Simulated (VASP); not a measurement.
# Os (Im-3m) in VASP: relaxation of cell and atoms with PBEsol

Aim: the relaxation of cell and atoms of Os with PBEsol.

All numbers are computed with VASP 6.6.1; they aren't measurements. Logs are shortened: lines on timing, memory, paths and dates and some standing lists are left out, and cuts for length are marked.

**1. The cell of the first run**

Symmetry: Im-3m, No. 229, cubic system. The conventional cell has a = 3.040 Å, b = 3.040 Å, c = 3.040 Å, α = 90.00°, β = 90.00°, γ = 90.00°. Within 3.5 Å of Os (site symmetry m-3m) lie 14 Os at 2.63 to 3.04 Å.

This isn't the form of Os at room conditions, which is hcp.

**2. Relaxation of cell and atoms, PBEsol**

The input, INCAR:

```
  PREC = Accurate
  ENCUT = 600
  EDIFF = 1E-7
  ISMEAR = -1
  SIGMA = 0.05
  LREAL = False
  LASPH = True
  NELM = 120
  ALGO = Normal
  ISIF = 3
  LWAVE = False
  LCHARG = False
  GGA = PS
  IBRION = 2
  NSW = 80
  EDIFFG = -0.03
  GGA_COMPAT = False
  NELMIN = 4
```

The input, KPOINTS:

```
regular mesh
0
Gamma
  20 20 20
```

The input, POSCAR:

```
Os
1.0
   -1.5200000000      1.5200000000      1.5200000000
    1.5200000000     -1.5200000000      1.5200000000
    1.5200000000      1.5200000000     -1.5200000000
Os
1
Direct
    0.0000000000      0.0000000000      0.0000000000
```

Potentials or basis: VASP PAW PBE potentials, release 64 (Os).

Run with:

```sh
$ cat potpaw_PBE.64/Os/POTCAR > POTCAR
$ mpirun -np 1 vasp_std > vasp.out
```

OUTCAR:

```text
PREC = Accurate
   ENCUT = 600
   EDIFF = 1E-7
   ISMEAR = -1
   LREAL = False
   LASPH = True
   NELM = 120
   ISIF = 3
   GGA = PS
   IBRION = 2
   NSW = 80
   EDIFFG = -0.03
   NELMIN = 4

 ion  position               nearest neighbor table
   1  0.000  0.000  0.000-

  LATTYP: Found a body centered cubic cell.
 ALAT       =     3.0400000000

  Lattice vectors:

 A1 = (  -1.5200000000,   1.5200000000,   1.5200000000)
 A2 = (   1.5200000000,  -1.5200000000,   1.5200000000)
 A3 = (   1.5200000000,   1.5200000000,  -1.5200000000)

Analysis of symmetry for initial positions (statically):
=====================================================================
 Subroutine PRICEL returns:
 Original cell was already a primitive cell.

 Routine SETGRP: Setting up the symmetry group for a
 body centered cubic supercell.

 Subroutine GETGRP returns: Found 48 space group operations
 (whereof 48 operations were pure point group operations)
 out of a pool of 48 trial point group operations.

The static configuration has the point symmetry O_h .

Analysis of symmetry for dynamics (positions and initial velocities):
=====================================================================
 Subroutine PRICEL returns:
 Original cell was already a primitive cell.

 Routine SETGRP: Setting up the symmetry group for a
 body centered cubic supercell.

 Subroutine GETGRP returns: Found 48 space group operations
 (whereof 48 operations were pure point group operations)
 out of a pool of 48 trial point group operations.

The dynamic configuration has the point symmetry O_h .

 Subroutine INISYM returns: Found 48 space group operations
 (whereof 48 operations are pure point group operations),
 and found     1 'primitive' translations

----------------------------------------------------------------------------------------

                                     Primitive cell

  volume of cell :      14.0472

  direct lattice vectors                    reciprocal lattice vectors
    -1.520000000  1.520000000  1.520000000     0.000000000  0.328947368  0.328947368
     1.520000000 -1.520000000  1.520000000     0.328947368  0.000000000  0.328947368
     1.520000000  1.520000000 -1.520000000     0.328947368  0.328947368  0.000000000

  length of vectors
     2.632717228  2.632717228  2.632717228     0.465201830  0.465201830  0.465201830

  position of ions in fractional coordinates (direct lattice)
     0.000000000  0.000000000  0.000000000

  ion indices of the primitive-cell ions
   primitive index   ion index
                 1           1

----------------------------------------------------------------------------------------

 KPOINTS: regular mesh

Automatic generation of k-mesh.
 Grid dimensions read from file:
 generate k-points for:   20   20   20

 Generating k-lattice:

  Cartesian coordinates                     Fractional coordinates (reciprocal lattice)
     0.000000000  0.016447368  0.016447368     0.050000000  0.000000000  0.000000000
     0.016447368  0.000000000  0.016447368     0.000000000  0.050000000  0.000000000
     0.016447368  0.016447368  0.000000000     0.000000000  0.000000000  0.050000000

  Length of vectors
     0.023260091  0.023260091  0.023260091

  Shift w.r.t. Gamma in fractional coordinates (k-lattice)
     0.000000000  0.000000000  0.000000000

 Subroutine IBZKPT returns following result:
 ===========================================

 Found    256 irreducible k-points:

 Following reciprocal coordinates:
            Coordinates               Weight
  0.000000  0.000000  0.000000      1.000000
  0.050000  0.000000  0.000000     12.000000
  0.100000  0.000000  0.000000     12.000000
  0.150000  0.000000  0.000000     12.000000
  0.200000  0.000000  0.000000     12.000000
  0.250000  0.000000  0.000000     12.000000
[... 16 lines left out ...]
  0.200000  0.100000  0.000000     48.000000
  0.250000  0.100000  0.000000     48.000000
 [... further k-points ...]
   k-points           NKPTS =    256   k-points in BZ     NKDIM =    256   number of bands    NBANDS=      8
   number of dos      NEDOS =    301   number of ions     NIONS =      1
   total plane-waves  NPLWV =  13824
   dimension x,y,z NGX =    24 NGY =   24 NGZ =   24
   dimension x,y,z NGXF=    48 NGYF=   48 NGZF=   48
   ions per type =               1
   NGX,Y,Z   is equivalent  to a cutoff of  15.16, 15.16, 15.16 a.u.
   NGXF,Y,Z  is equivalent  to a cutoff of  30.31, 30.31, 30.31 a.u.
 SYSTEM =  unknown system
   PREC   = accura    normal or accurate (medium, high low for compatibility)
   ISTART =      0    job   : 0-new  1-cont  2-samecut
   ICHARG =      2    charge: 1-file 2-atom 10-const
   ISPIN  =      1    spin polarized calculation?
   LNONCOLLINEAR =      F non collinear calculations
   LSORBIT =      F    spin-orbit coupling
   LASPH  =      T    aspherical Exc in radial PAW
   ENCUT  =  600.0 eV  44.10 Ry    6.64 a.u.   5.26  5.26  5.26*2*pi/ulx,y,z
   NELM   =    120;   NELMIN=  4; NELMDL= -5     # of ELM steps
   EDIFF  = 0.1E-06   stopping-criterion for ELM
   LREAL  =      F    real-space projection
   EDIFFG = -.3E-01   stopping-criterion for IOM
   NSW    =     80    number of steps for IOM
   IBRION =      2    ionic relax: 0-MD 1-quasi-New 2-CG
   NFREE  =      1    steps in history (QN), initial steepest desc. (CG)
   ISIF   =      3    stress and relaxation
   ISYM   =      2    0-nonsym 1-usesym 2-fastsym
   POTIM  = 0.5000    time-step for ionic-motion
   TEBEG  =    0.0;   TEEND  =   0.0 temperature during run
   PSTRESS=    0.0 pullay stress
   NELECT =       8.0000    total number of electrons
   NUPDOWN=      -1.0000    fix difference up-down
   EMIN   =  10.00;   EMAX   =-10.00  energy-range for DOS
   EFERMI =   0.00;   METHOD = LEGACY
   ISMEAR =    -1;   SIGMA  =   0.05  broadening in eV -4-tet -1-fermi 0-gaus
   EFERMI_NEDOS =   21; number of points for ismear=-14 and -15
   IALGO  =     38    algorithm
   IMIX   =      4    mixing-type and parameters
     AMIX     =   0.40;   BMIX     =  1.00
     AMIX_MAG =   1.60;   BMIX_MAG =  1.00
  volume/ion in A,a.u.               =      14.05        94.80
  Fermi-wavevector in a.u.,A,eV,Ry     =   1.356984  2.564327 25.053826  1.841404
  Thomas-Fermi vector in A             =   2.483940
   LORBIT       =      0    0 simple, 1 ext, 2 COOP (PROOUT), +10 PAW based schemes
   GGA     = PS    functional components
   LHFCALC =     F    Hartree Fock is set to
   AEXX    =    0.0000 exact exchange contribution
   IVDW    =     0    specifies the selected vdW correction
   LEPSILON=     F    determine dielectric tensor
   LRPA    =     F    only Hartree local field effects (RPA)
 conjugate gradient relaxation of ions
 non-spin polarized calculation
  energy-cutoff  :      600.00
  volume of cell :       14.05
 maximum number of plane-waves:       484
 NGX is ok and might be reduce to    24
   NGX = 11   NGY = 11   NGZ = 11

--------------------------------------- Ionic step        1  -------------------------------------------

 number of electron       8.0000000 magnetization

 Free energy of the ion-electron system (eV)
  ---------------------------------------------------
  ext. energy  EPLUGINS =         0.00000000
  ---------------------------------------------------
  free energy    TOTEN  =       -11.31198467 eV

  energy without entropy =      -11.30042907  energy(sigma->0) =      -11.30620687

------------------------ aborting loop because EDIFF is reached ----------------------------------------

  FORCE on cell =-STRESS in cart. coord.  units (eV):
  Direction    XX          YY          ZZ          XY          YZ          ZX
  --------------------------------------------------------------------------------------
  -------------------------------------------------------------------------------------
  Total        0.8581089      0.8581089      0.8581089     -0.0000000      0.0000000     -0.0000000
  in kB       97.8728519     97.8728519     97.8728519     -0.0000000      0.0000000     -0.0000000
  external PRESSURE =      97.8728519 kB  Pullay stress =       0.0000000 kB

 VOLUME and BASIS-vectors are now :
 -----------------------------------------------------------------------------
  energy-cutoff  :      600.00
  volume of cell :       14.05
      direct lattice vectors                 reciprocal lattice vectors
    -1.520000000  1.520000000  1.520000000     0.000000000  0.328947368  0.328947368
     1.520000000 -1.520000000  1.520000000     0.328947368  0.000000000  0.328947368
     1.520000000  1.520000000 -1.520000000     0.328947368  0.328947368  0.000000000
[... 71 lines left out ...]
 POSITION                                       TOTAL-FORCE (eV/Angst)
 -----------------------------------------------------------------------------------
      0.00000      0.00000      0.00000        -0.000000      0.000000      0.000000
 -----------------------------------------------------------------------------------
    total drift:                               -0.000000      0.000000     -0.000000

  FREE ENERGIE OF THE ION-ELECTRON SYSTEM (eV)
  ---------------------------------------------------
  free  energy   TOTEN  =       -11.3218951962 eV

  energy  without entropy=      -11.3099848675  energy(sigma->0) =      -11.31594003

--------------------------------------- Ionic step        4  -------------------------------------------

 number of electron       8.0000000 magnetization

 Free energy of the ion-electron system (eV)
  ---------------------------------------------------
  ext. energy  EPLUGINS =         0.00000000
  ---------------------------------------------------
  free energy    TOTEN  =       -11.32191699 eV

  energy without entropy =      -11.31002238  energy(sigma->0) =      -11.31596969

 E-fermi :   9.1515     XC(G=0): -13.9841

 val. band max:        9.1473536267   @ k =   0.3000   0.2000   0.0500
 cond. band min:       9.1555601704   @ k =   0.2500   0.2500   0.0500
 fundamental gap:      0.0082065438
 Fermi energy:         9.1514850666

 k-point     1 :       0.0000    0.0000    0.0000
  band No.  band energies     occupation
      1      -1.8487      2.00000
      2       5.7928      2.00000
      3       5.7928      2.00000
      4       5.7928      2.00000
      5       9.0927      1.52816
      6       9.0927      1.52815
      7      25.4111      0.00000
      8      25.4111      0.00000

 k-point     2 :       0.0500    0.0000    0.0000
  band No.  band energies     occupation
      1      -1.7277      2.00000
      2       5.7300      2.00000
      3       5.7864      2.00000
      4       5.9055      2.00000
      5       9.0002      1.90738
      6       9.0964      1.50123
      7      25.4982      0.00000
      8      25.6099      0.00000
[... 221 lines left out ...]
 k-point    23 :       0.2000    0.1000    0.0000
  band No.  band energies     occupation
      1       0.8747      2.00000
      2       4.6838      2.00000
      3       5.1623      2.00000
      4       8.2681      2.00000
      5       8.9491      1.96569
      6       9.4912      0.00224
      7      24.8298      0.00000
      8      25.7897      0.00000

 k-point    24 :       0.2500    0.1000    0.0000
  band No.  band energies     occupation
      1       1.4296      2.00000
      2       4.3858      2.00000
      3       5.3443      2.00000
      4       8.4360      2.00000
      5       9.5784      0.00039
      6      10.0437      0.00000
      7      23.2480      0.00000
      8      24.6551      0.00000

 [... further k-points ...]

------------------------ aborting loop because EDIFF is reached ----------------------------------------

  FORCE on cell =-STRESS in cart. coord.  units (eV):
  Direction    XX          YY          ZZ          XY          YZ          ZX
  --------------------------------------------------------------------------------------
  -------------------------------------------------------------------------------------
  Total       -0.0014564     -0.0014564     -0.0014564      0.0000000     -0.0000000      0.0000000
  in kB       -0.1622489     -0.1622489     -0.1622489      0.0000000     -0.0000000      0.0000000
  external PRESSURE =      -0.1622489 kB  Pullay stress =       0.0000000 kB

 VOLUME and BASIS-vectors are now :
 -----------------------------------------------------------------------------
  energy-cutoff  :      600.00
  volume of cell :       14.38
      direct lattice vectors                 reciprocal lattice vectors
    -1.531958445  1.531958445  1.531958445     0.000000000  0.326379610  0.326379610
     1.531958445 -1.531958445  1.531958445     0.326379610  0.000000000  0.326379610
     1.531958445  1.531958445 -1.531958445     0.326379610  0.326379610  0.000000000

 POSITION                                       TOTAL-FORCE (eV/Angst)
 -----------------------------------------------------------------------------------
      0.00000      0.00000      0.00000        -0.000000      0.000000      0.000000
 -----------------------------------------------------------------------------------
    total drift:                               -0.000000      0.000000     -0.000000

  FREE ENERGIE OF THE ION-ELECTRON SYSTEM (eV)
  ---------------------------------------------------
  free  energy   TOTEN  =       -11.3219169937 eV

  energy  without entropy=      -11.3100223848  energy(sigma->0) =      -11.31596969

 reached required accuracy - stopping structural energy minimisation
```

It took 43 s on 1 thread of Intel Xeon Platinum 8488C (Sapphire Rapids), shared host; peak memory 0.17 GiB.

What came out:

| Quantity | Value |
| --- | --- |
| Free energy | -11.3219 eV |
| Relaxed volume | 14.38 Å³/atom |
| Relaxed cell | a = 2.653 Å, b = 2.653 Å, c = 2.653 Å, α = 109.47°, β = 109.47°, γ = 109.47° |
| Space group after relaxing (to 0.1 Å) | Im-3m (No. 229) |
| Energy gained by relaxing | 9.9 meV/atom |
| Ionic steps | 4 |
| Pressure after relaxing | 0.0 GPa |
| Band gap on the k mesh | zero (bands 4 and 5 overlap by 4.66 eV) |

Step by step:
```tsv
step	energy change (eV)	largest force (eV/Å)	pressure (GPa)	volume (Å³)
1	0.0000	0.0000	9.79	14.05
2	0.1453	0.0000	-30.39	15.87
3	-0.0099	0.0000	-0.43	14.40
4	-0.0099	0.0000	-0.02	14.38
```

Final structure:
```yaml
crystal:
  lattice:
    - [-1.53196, 1.53196, 1.53196]
    - [1.53196, -1.53196, 1.53196]
    - [1.53196, 1.53196, -1.53196]
  atoms:
    - { symbol: Os, position: [0.00000, 0.00000, 0.00000] }
```

Levels at points of the mesh, in eV from the Fermi level:
| k point | band 1 | band 2 | band 3 | band 4 | band 5 | band 6 | band 7 | band 8 |
| --- | --- | --- | --- | --- | --- | --- | --- | --- |
| (0.00, 0.00, 0.00) | -11.00 | -3.36 | -3.36 | -3.36 | -0.06 | -0.06 | 16.26 | 16.26 |
| (0.50, 0.00, 0.00) | -7.80 | -5.45 | -0.22 | -0.19 | 0.59 | 3.33 | 9.07 | 12.48 |
| (0.50, 0.50, 0.50) | -7.40 | -7.40 | 2.48 | 2.48 | 2.48 | 7.91 | 7.91 | 7.91 |

Caveat: the PAW data sets were made with another functional, which shifts forces and pressure a little; spin-orbit coupling is left out, which moves the levels of the heavy elements.
